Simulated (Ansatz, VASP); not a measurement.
**One calculation of Ag, two programs**

```
Ag
1.0
     2.93000    0.00000    0.00000
    -1.46500    2.53745    0.00000
     0.00000    0.00000    4.79000
Ag
2
Direct
  0.33333 0.66667 0.25000
  0.66667 0.33333 0.75000
```

Alike in both runs: task electric field gradients; functional r2SCAN; k mesh 14 × 14 × 8; occupations fermi-dirac, width 0.05 eV; no spin polarisation.

```csv
,VASP,Ansatz
version,VASP 6.6.1,Ansatz 0.2.0
potentials or method,"VASP PAW PBE potentials, release 64 (Ag)","PAW with Ansatz's default frozen-core files, scalar-relativistic"
plane-wave cutoff (eV),520,500
valence electrons in the cell,22,38
```

|  | VASP | Ansatz | Ansatz less VASP |
| --- | --- | --- | --- |
| pressure (GPa) | -2.4 | -2.5 | -0.09 |
| traceless stress, the component that is largest in VASP (GPa) | -0.29 | -0.29 | +0.003 |
| size of Vzz on the site where it differs most (V/Å²) | 3.8 | 4.0 | +0.19 |

VASP's potentials were made for PBE, not for r2SCAN. The functional is the same, so the differences come from potentials, cutoffs and numerics. VASP's potentials hold 22 valence electrons a cell and Ansatz's 38, so a difference there can come from the potentials and not from the codes.
